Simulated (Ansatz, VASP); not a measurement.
## One calculation of NaH, two programs

INCAR

```
SYSTEM = NaH
PREC     = Accurate       ! precision mode
ENCUT    = 520            ! plane-wave cutoff, eV
EDIFF    = 1E-7           ! SCF threshold, eV
ISMEAR   = -1             ! smearing method
SIGMA    = 0.02           ! smearing width, eV
LREAL    = .False.        ! projectors in reciprocal space
LASPH    = .True.         ! aspherical terms in the spheres
NELM     = 60             ! most SCF steps
ALGO     = Normal         ! electronic algorithm
ISIF     = 2              ! what is computed and relaxed
LWAVE    = .False.        ! write WAVECAR
LCHARG   = .False.        ! write CHGCAR
GGA      = PE             ! functional
NBANDS   = 16             ! bands
```

Contents of KPOINTS:

```
regular mesh
0
Gamma
  12 12 6
  0 0 0
```

Contents of POSCAR:

```
NaH
1.0
    4.0718799986      0.0000000000      0.0000000000
   -2.0359399993      3.5263515200      0.0000000000
    0.0000000000      0.0000000000      4.7478154542
Na H
2 2
Direct
    0.3333333333      0.6666666667     -0.0625000000
    0.6666666667      0.3333333333      0.4375000000
    0.3333333333      0.6666666667      0.4375000000
    0.6666666667      0.3333333333      0.9375000000
```

Input for Ansatz:

```yaml
crystal:
  lattice:
    - [4.0718799986, 0.0, 0.0]
    - [-2.0359399993, 3.52635152, 0.0]
    - [0.0, 0.0, 4.7478154542]
  atoms:
    - { symbol: Na, position: [0.3333333333, 0.6666666667, -0.0625] }
    - { symbol: Na, position: [0.6666666667, 0.3333333333, 0.4375] }
    - { symbol: H, position: [0.3333333333, 0.6666666667, 0.4375] }
    - { symbol: H, position: [0.6666666667, 0.3333333333, 0.9375] }
kpoints:
  mp_grid: { grid: [12, 12, 6] }
  band_path:
    path:
      - [0.0, 0.0, 0.0]
      - [0.5, 0.0, 0.0]
      - [0.3333333333, 0.3333333333, 0.0]
      - [0.0, 0.0, 0.5]
      - [0.5, 0.0, 0.5]
      - [0.3333333333, 0.3333333333, 0.5]
      - [0.3, 0.3, 0.0]
    npoints: 1
hamiltonian:
  xc: pbe
scf:
  occupations: { method: fermi_dirac, width: 0.02 }
  n_extra_bands: 5
output:
  forces: true
  stress: true
  eigenvalues: true
  write_density: true
  write_potential: true
  elf: true
  volumetric_format: npy
```

Change from the starting cell: epitaxial_xy strain +3.0%.

Alike in both runs: task single point; functional PBE; k mesh 12 × 12 × 6; occupations fermi-dirac, width 0.02 eV; no spin polarisation.

```csv
,VASP,Ansatz
version,VASP 6.6.1,Ansatz 0.2.0
potentials or method,"VASP PAW PBE potentials, release 64 (Na_pv, H)","plane waves, PAW"
plane-wave cutoff (eV),520,420
valence electrons in the cell,16,20
```

|  | VASP | Ansatz | Ansatz less VASP |
| --- | --- | --- | --- |
| gap on the k mesh at the Fermi level (eV) | 3.13 | 3.13 | -0.002 |
| pressure (GPa) | -0.4 | -0.3 | +0.03 |
| traceless stress, the component that is largest in VASP (GPa) | 0.71 | 0.70 | -0.009 |

The functional is the same, so the differences come from potentials, cutoffs and numerics. VASP's potentials hold 16 valence electrons a cell and Ansatz's 20, so a difference there can come from the potentials and not from the codes.
